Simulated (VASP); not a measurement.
# Cu (R-3m) in VASP: a series of runs

The runs below take Cu through electric field gradients, with PBEsol.

Program: VASP 6.6.1. These are calculated values, not measurements. Logs are shortened: lines on timing, memory, paths and dates and some standing lists are left out, and cuts for length are marked.

## 1. The cell of the first run

The structure is trigonal, space group R-3m (No. 166). The conventional cell has a = 2.531 Å, b = 2.531 Å, c = 6.387 Å, α = 90.00°, β = 90.00°, γ = 120.00°. Within 3.3 Å of Cu (site symmetry -3m) lie 12 Cu at 2.53 to 2.58 Å.

## 2. Electric field gradients, PBEsol (equal xy, yz and zx shear strains of +2 %)

The input, INCAR:

```
ALGO = Normal
EDIFF = 1E-8
ENCUT = 520
GGA = PS
ISIF = 2
ISMEAR = -1
LASPH = T
LCHARG = F
LEFG = T
LREAL = F
LWAVE = F
NBANDS = 12
NELM = 60
PREC = Accurate
SIGMA = 0.08
```

The input, KPOINTS:

```
k-points
0
Gamma
  19 19 19
```

The input, POSCAR:

```
Cu
1.0
    0.0361500000      1.8255750000      1.8255750000
    1.8255750000      0.0361500000      1.8255750000
    1.8255750000      1.8255750000      0.0361500000
Cu
1
Direct
    0.0000000000      0.0000000000      0.0000000000
```

Potentials or basis: VASP PAW PBE potentials, release 64 (Cu).

Started as:

```sh
cat potpaw_PBE.64/Cu/POTCAR > POTCAR
mpirun -np 1 vasp_std > vasp.out
```

OUTCAR:

```text
EDIFF = 1E-8
   ENCUT = 520
   GGA = PS
   ISIF = 2
   ISMEAR = -1
   LASPH = T
   LREAL = F
   NELM = 60
   PREC = Accurate

 ion  position               nearest neighbor table
   1  0.000  0.000  0.000-

  LATTYP: Found a trigonal (rhomboedric) cell.
 ALAT       =     2.5820059999
 COS(alpha) =     0.5197000882

  Lattice vectors:

 A1 = (   0.0361500000,   1.8255750000,   1.8255750000)
 A2 = (   1.8255750000,   0.0361500000,   1.8255750000)
 A3 = (   1.8255750000,   1.8255750000,   0.0361500000)

Analysis of symmetry for initial positions (statically):
=====================================================================
 Subroutine PRICEL returns:
 Original cell was already a primitive cell.

 Routine SETGRP: Setting up the symmetry group for a
 trigonal (rhombohedral) supercell.

 Subroutine GETGRP returns: Found 12 space group operations
 (whereof 12 operations were pure point group operations)
 out of a pool of 12 trial point group operations.

The static configuration has the point symmetry D_3d.

Analysis of symmetry for dynamics (positions and initial velocities):
=====================================================================
 Subroutine PRICEL returns:
 Original cell was already a primitive cell.

 Routine SETGRP: Setting up the symmetry group for a
 trigonal (rhombohedral) supercell.

 Subroutine GETGRP returns: Found 12 space group operations
 (whereof 12 operations were pure point group operations)
 out of a pool of 12 trial point group operations.

The dynamic configuration has the point symmetry D_3d.

 Subroutine INISYM returns: Found 12 space group operations
 (whereof 12 operations are pure point group operations),
 and found     1 'primitive' translations

----------------------------------------------------------------------------------------

                                     Primitive cell

  volume of cell :      11.8069

  direct lattice vectors                    reciprocal lattice vectors
     0.036150000  1.825575000  1.825575000    -0.282158772  0.276679961  0.276679961
     1.825575000  0.036150000  1.825575000     0.276679961 -0.282158772  0.276679961
     1.825575000  1.825575000  0.036150000     0.276679961  0.276679961 -0.282158772

  length of vectors
     2.582006000  2.582006000  2.582006000     0.482407685  0.482407685  0.482407685

  position of ions in fractional coordinates (direct lattice)
     0.000000000  0.000000000  0.000000000

  ion indices of the primitive-cell ions
   primitive index   ion index
                 1           1

----------------------------------------------------------------------------------------

 KPOINTS: k-points

Automatic generation of k-mesh.
 Grid dimensions read from file:
 generate k-points for:   19   19   19

 Generating k-lattice:

  Cartesian coordinates                     Fractional coordinates (reciprocal lattice)
    -0.014850462  0.014562103  0.014562103     0.052631579  0.000000000 -0.000000000
     0.014562103 -0.014850462  0.014562103     0.000000000  0.052631579 -0.000000000
     0.014562103  0.014562103 -0.014850462     0.000000000  0.000000000  0.052631579

  Length of vectors
     0.025389878  0.025389878  0.025389878

  Shift w.r.t. Gamma in fractional coordinates (k-lattice)
     0.000000000  0.000000000  0.000000000

 Subroutine IBZKPT returns following result:
 ===========================================

 Found    670 irreducible k-points:

 Following reciprocal coordinates:
            Coordinates               Weight
  0.000000  0.000000  0.000000      1.000000
  0.052632  0.000000 -0.000000      6.000000
  0.105263  0.000000 -0.000000      6.000000
  0.157895  0.000000  0.000000      6.000000
  0.210526  0.000000  0.000000      6.000000
  0.263158  0.000000  0.000000      6.000000
[... 16 lines left out ...]
 -0.315789  0.052632 -0.000000     12.000000
 -0.263158  0.052632 -0.000000     12.000000
 [... further k-points ...]
   k-points           NKPTS =    670   k-points in BZ     NKDIM =    670   number of bands    NBANDS=     12
   number of dos      NEDOS =    301   number of ions     NIONS =      1
   total plane-waves  NPLWV =   8000
   dimension x,y,z NGX =    20 NGY =   20 NGZ =   20
   dimension x,y,z NGXF=    40 NGYF=   40 NGZF=   40
   ions per type =               1
   NGX,Y,Z   is equivalent  to a cutoff of  12.88, 12.88, 12.88 a.u.
   NGXF,Y,Z  is equivalent  to a cutoff of  25.75, 25.75, 25.75 a.u.
 SYSTEM =  unknown system
   PREC   = accura    normal or accurate (medium, high low for compatibility)
   ISTART =      0    job   : 0-new  1-cont  2-samecut
   ICHARG =      2    charge: 1-file 2-atom 10-const
   ISPIN  =      1    spin polarized calculation?
   LNONCOLLINEAR =      F non collinear calculations
   LSORBIT =      F    spin-orbit coupling
   LASPH  =      T    aspherical Exc in radial PAW
   ENCUT  =  520.0 eV  38.22 Ry    6.18 a.u.   4.80  4.80  4.80*2*pi/ulx,y,z
   NELM   =     60;   NELMIN=  2; NELMDL= -5     # of ELM steps
   EDIFF  = 0.1E-07   stopping-criterion for ELM
   LREAL  =      F    real-space projection
   EDIFFG = 0.1E-06   stopping-criterion for IOM
   NSW    =      0    number of steps for IOM
   IBRION =     -1    ionic relax: 0-MD 1-quasi-New 2-CG
   NFREE  =      0    steps in history (QN), initial steepest desc. (CG)
   ISIF   =      2    stress and relaxation
   ISYM   =      2    0-nonsym 1-usesym 2-fastsym
   POTIM  = 0.5000    time-step for ionic-motion
   TEBEG  =    0.0;   TEEND  =   0.0 temperature during run
   PSTRESS=    0.0 pullay stress
   NELECT =      11.0000    total number of electrons
   NUPDOWN=      -1.0000    fix difference up-down
   EMIN   =  10.00;   EMAX   =-10.00  energy-range for DOS
   EFERMI =   0.00;   METHOD = LEGACY
   ISMEAR =    -1;   SIGMA  =   0.08  broadening in eV -4-tet -1-fermi 0-gaus
   EFERMI_NEDOS =   21; number of points for ismear=-14 and -15
   IALGO  =     38    algorithm
   IMIX   =      4    mixing-type and parameters
     AMIX     =   0.40;   BMIX     =  1.00
     AMIX_MAG =   1.60;   BMIX_MAG =  1.00
  volume/ion in A,a.u.               =      11.81        79.68
  Fermi-wavevector in a.u.,A,eV,Ry     =   1.598922  3.021524 34.783989  2.556551
  Thomas-Fermi vector in A             =   2.696296
   LORBIT       =      0    0 simple, 1 ext, 2 COOP (PROOUT), +10 PAW based schemes
   GGA     = PS    functional components
   LHFCALC =     F    Hartree Fock is set to
   AEXX    =    0.0000 exact exchange contribution
   IVDW    =     0    specifies the selected vdW correction
   LEPSILON=     F    determine dielectric tensor
   LRPA    =     F    only Hartree local field effects (RPA)
 non-spin polarized calculation
  energy-cutoff  :      520.00
  volume of cell :       11.81
 maximum number of plane-waves:       332
   NGX =  9   NGY =  9   NGZ =  9

 number of electron      11.0000002 magnetization

 Free energy of the ion-electron system (eV)
  ---------------------------------------------------
  ext. energy  EPLUGINS =         0.00000000
  ---------------------------------------------------
  free energy    TOTEN  =        -4.29938609 eV

  energy without entropy =       -4.29240548  energy(sigma->0) =       -4.29589579

 E-fermi :   7.4265     XC(G=0): -12.9094

 val. band max:        7.4185831780   @ k =  -0.4737   0.2105   0.1579
 cond. band min:       7.4479081101   @ k =   0.4737   0.3684   0.0526
 fundamental gap:      0.0293249320
 Fermi energy:         7.4265453922

 k-point     1 :       0.0000    0.0000    0.0000
  band No.  band energies     occupation
      1      -1.9872      2.00000
      2       4.2682      2.00000
      3       4.4157      2.00000
      4       4.4157      2.00000
      5       5.2100      2.00000
      6       5.2100      2.00000
      7      29.7544      0.00000
      8      31.8808      0.00000
      9      33.1058      0.00000
     10      33.1058      0.00000
     11      34.2066      0.00000
     12      35.4994      0.00000

 k-point     2 :       0.0526    0.0000   -0.0000
  band No.  band energies     occupation
      1      -1.8846      2.00000
      2       4.2842      2.00000
      3       4.3964      2.00000
      4       4.4387      2.00000
      5       5.2006      2.00000
      6       5.2007      2.00000
      7      29.4383      0.00000
      8      31.0078      0.00000
      9      32.0508      0.00000
     10      32.7243      0.00000
     11      34.7212      0.00000
     12      36.0226      0.00000

 k-point     3 :       0.1053    0.0000   -0.0000
  band No.  band energies     occupation
      1      -1.5800      2.00000
      2       4.2972      2.00000
      3       4.3724      2.00000
      4       4.5010      2.00000
      5       5.1790      2.00000
      6       5.1790      2.00000
      7      27.5078      0.00000
      8      30.0839      0.00000
      9      31.4395      0.00000
     10      32.0277      0.00000
     11      35.6342      0.00000
     12      37.0910      0.00000

 k-point     4 :       0.1579    0.0000    0.0000
  band No.  band energies     occupation
      1      -1.0837      2.00000
      2       4.2295      2.00000
      3       4.4162      2.00000
      4       4.5786      2.00000
      5       5.1667      2.00000
      6       5.1669      2.00000
      7      24.7852      0.00000
      8      29.7065      0.00000
      9      30.9737      0.00000
     10      31.3535      0.00000
     11      36.3618      0.00000
     12      37.3905      0.00000

 k-point     5 :       0.2105    0.0000    0.0000
  band No.  band energies     occupation
      1      -0.4178      2.00000
      2       4.1549      2.00000
      3       4.4494      2.00000
      4       4.6272      2.00000
      5       5.1967      2.00000
      6       5.2043      2.00000
      7      22.0569      0.00000
      8      29.3481      0.00000
      9      30.5409      0.00000
     10      30.7781      0.00000
     11      36.3308      0.00000
     12      36.9081      0.00000
[... 228 lines left out ...]
      1       2.3056      2.00000
      2       4.2738      2.00000
      3       4.4348      2.00000
      4       5.2758      2.00000
      5       5.6743      2.00000
      6       6.4210      1.99999
      7      12.2835      0.00000
      8      27.2965      0.00000
      9      28.4886      0.00000
     10      29.3679      0.00000
     11      32.4683      0.00000
     12      34.0021      0.00000

 k-point    22 :      -0.3684    0.0526   -0.0000
  band No.  band energies     occupation
      1       2.0489      2.00000
      2       4.3198      2.00000
      3       4.4787      2.00000
      4       4.7792      2.00000
      5       5.5471      2.00000
      6       5.9531      2.00000
      7      14.0745      0.00000
      8      27.1916      0.00000
      9      28.9094      0.00000
     10      30.0790      0.00000
     11      32.4299      0.00000
     12      34.3688      0.00000

 k-point    23 :      -0.3158    0.0526   -0.0000
  band No.  band energies     occupation
      1       1.5042      2.00000
      2       4.2983      2.00000
      3       4.3939      2.00000
      4       4.5392      2.00000
      5       5.3893      2.00000
      6       5.6975      2.00000
      7      16.2448      0.00000
      8      27.2411      0.00000
      9      29.4245      0.00000
     10      30.8474      0.00000
     11      32.7526      0.00000
     12      34.7558      0.00000

 k-point    24 :      -0.2632    0.0526   -0.0000
  band No.  band energies     occupation
      1       0.7319      2.00000
      2       4.1129      2.00000
      3       4.4496      2.00000
      4       4.6007      2.00000
      5       5.2309      2.00000
      6       5.5033      2.00000
      7      18.6461      0.00000
      8      27.4485      0.00000
      9      29.9694      0.00000
     10      31.4913      0.00000
     11      33.5802      0.00000
     12      35.0394      0.00000

 [... further k-points ...]
[... 5 lines left out ...]
  --------------------------------------------------------------------------------------
  -------------------------------------------------------------------------------------
  Total       -0.4163484     -0.4163484     -0.4163484     -0.1081995     -0.1081995     -0.1081995
  in kB      -56.4978559    -56.4978559    -56.4978559    -14.6825062    -14.6825062    -14.6825062
  external PRESSURE =     -56.4978559 kB  Pullay stress =       0.0000000 kB

 VOLUME and BASIS-vectors are now :
 -----------------------------------------------------------------------------
  energy-cutoff  :      520.00
  volume of cell :       11.81
      direct lattice vectors                 reciprocal lattice vectors
     0.036150000  1.825575000  1.825575000    -0.282158772  0.276679961  0.276679961
     1.825575000  0.036150000  1.825575000     0.276679961 -0.282158772  0.276679961
     1.825575000  1.825575000  0.036150000     0.276679961  0.276679961 -0.282158772

 POSITION                                       TOTAL-FORCE (eV/Angst)
 -----------------------------------------------------------------------------------
      0.00000      0.00000      0.00000         0.000000     -0.000000      0.000000
 -----------------------------------------------------------------------------------
    total drift:                               -0.000000     -0.000000     -0.000000

  FREE ENERGIE OF THE ION-ELECTRON SYSTEM (eV)
  ---------------------------------------------------
  free  energy   TOTEN  =        -4.2993860942 eV

  energy  without entropy=       -4.2924054807  energy(sigma->0) =       -4.29589579

 Electric field gradients (V/A^2)
---------------------------------------------------------------------
 ion       V_xx      V_yy      V_zz      V_xy      V_xz      V_yz
---------------------------------------------------------------------
   1       0.000    -0.000     0.000     0.756     0.756     0.756
---------------------------------------------------------------------

 Electric field gradients after diagonalization (V/A^2)
 (convention: |V_zz| > |V_xx| > |V_yy|)
----------------------------------------------------------------------
 ion       V_xx      V_yy      V_zz     asymmetry (V_yy - V_xx)/ V_zz
----------------------------------------------------------------------
   1      -0.756    -0.756     1.512       0.000
----------------------------------------------------------------------

           NMR quadrupolar parameters

 Cq : quadrupolar parameter    Cq=e*Q*V_zz/h
 eta: asymmetry parameters     (V_yy - V_xx)/ V_zz
 Q  : nuclear electric quadrupole moment in mb (millibarn)
----------------------------------------------------------------------
 ion       Cq(MHz)       eta       Q (mb)
----------------------------------------------------------------------
   1       0.004       0.000       1.000
----------------------------------------------------------------------
```

Wall time 2.2 min (1 thread of AMD EPYC 7R43 (Zen 3), shared host); peak memory 0.17 GiB.

Results:

```
Free energy : -4.2994 eV
Pressure    : -5.6 GPa
```

Electric field gradients, principal values (V/Å²):
```tsv
atom	least	middle	greatest (by size)
1 Cu	-0.756	-0.756	1.512
```

Caveat: the cell differs from its parent crystal (equal xy, yz and zx shear strains of +2 %); without QUAD_EFG the Cq values of the log hold for a quadrupole moment of 1 mb, not for the nuclei; the PAW data sets were made with another functional, which shifts forces and pressure a little.

[end of part 1 of 2]
